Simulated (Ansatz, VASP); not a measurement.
InSe in VASP and in Ansatz

```
In Se
1.0
     2.03279    1.17363    8.57839
    -2.03279    1.17363    8.57839
     0.00000   -2.34727    8.57839
In Se
2 2
Direct
  0.00000 0.00000 0.00000
  0.11140 0.11140 0.11140
  0.61650 0.61650 0.61650
  0.82810 0.82810 0.82810
```

Alike in both runs: task single point; functional PBEsol; k mesh 6 × 6 × 6; no spin polarisation.

|  | VASP | Ansatz |
| --- | --- | --- |
| version | VASP 6.6.1 | Ansatz 0.2.0 |
| potentials or method | VASP PAW PBE potentials, release 64 (In_d, Se), cutoff 520 eV | plane waves, PAW |
| occupations | gaussian, width 0.01 eV | fixed |
| valence electrons in the cell | 38 | 58 |

Ansatz gave:

```
pressure (GPa)                                                : -2.0
traceless stress, the component that is largest in VASP (GPa) : -0.49
```

Problem. Which values does VASP return?

Solution. Pressure (GPa): -2.0; traceless stress, the component that is largest in VASP (GPa): -0.50.

VASP's potentials were made for PBE, not for PBEsol. VASP's potentials hold 38 valence electrons a cell and Ansatz's 58, so a difference there can come from the potentials and not from the codes.
